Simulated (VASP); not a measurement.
BN (zincblende type), 2 atoms in the cell. Symmetry: F-43m, No. 216, cubic system. The conventional cell has a = 3.324 Å, b = 3.324 Å, c = 3.324 Å, α = 90.00°, β = 90.00°, γ = 90.00°. B (site symmetry -43m) has 4 N at 1.44 Å within 1.9 Å. N (site symmetry -43m) has 4 B at 1.44 Å within 1.9 Å.  This cell differs from its parent crystal: volume scaled by 0.8.

| Item | Value |
| --- | --- |
| Program | VASP 6.6.1 |
| Task | single point |
| Functional | LDA |
| Potentials or basis | VASP PAW LDA potentials, release 64 (B, N) |
| Cutoff | 600 eV |
| k mesh | 15 × 15 × 15 |
| Occupations | fermi-dirac, width 0.1 eV |
| Spin | no spin polarisation |
| Dipole correction | no |
| Further INCAR settings | ALGO = Normal; EDIFF = 1e-06; NBANDS = 11 |

Potentials or basis: VASP PAW LDA potentials, release 64 (B, N).

The run is started by

```bash
$ cat potpaw_LDA.64/B/POTCAR potpaw_LDA.64/N/POTCAR > POTCAR
$ mpirun -np 1 vasp_std > vasp.out
```

Hardware: 1 thread of AMD EPYC 9R45 (shared host).

How long does it take, and how much memory?

It took 27 s on 1 thread of AMD EPYC 9R45, on a shared host, peak memory 0.09 GiB. Counts: scf iterations 11, k points 120.
